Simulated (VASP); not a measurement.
Set up this calculation in VASP 6.6.1, as the native input.

```yaml
Task: single point
Functional: PBE
Potentials_or_basis: VASP PAW PBE potentials, release 64 (Sc_sv)
Cutoff: 520 eV
k_mesh: 9 × 9 × 5
Occupations: fermi-dirac, width 0.05 eV
Spin: no spin polarisation
Dipole_correction: no
Further_INCAR_settings: ALGO = Normal; EDIFF = 1e-07; NBANDS = 18
```

The structure of Sc lies in POSCAR:

```
Sc
1.0
    3.0626480037      0.0000000000      0.0000000000
   -1.5313240019      2.6523309741      0.0000000000
    0.0000000000      0.0000000000      4.7399784412
Sc
2
Direct
    0.6666666667      0.3333333333      0.7500000000
    0.3333333333      0.6666666667      0.2500000000
```

The input as run:

INCAR

```
  PREC = Accurate
  ENCUT = 520
  EDIFF = 1E-7
  ISMEAR = -1
  SIGMA = 0.05
  LREAL = F
  LASPH = T
  NELM = 100
  ALGO = Normal
  ISIF = 2
  LWAVE = F
  LCHARG = F
  GGA = PE
  NBANDS = 18
```

KPOINTS

```
Automatic mesh
0
Gamma
  9 9 5
```

Potentials or basis: VASP PAW PBE potentials, release 64 (Sc_sv).

Run with:

```sh
$ cat potpaw_PBE.64/Sc_sv/POTCAR > POTCAR
$ mpirun -np 1 vasp_std > vasp.out
```

It gave:

The pressure is 20.1 GPa and the band gap on the k mesh is zero (bands 11 and 12 overlap by 2.11 eV).

Caveat: the cell stands under pressure.

It took 24 s on 1 thread of Intel Xeon 8259CL, on a shared host, peak memory 0.16 GiB.
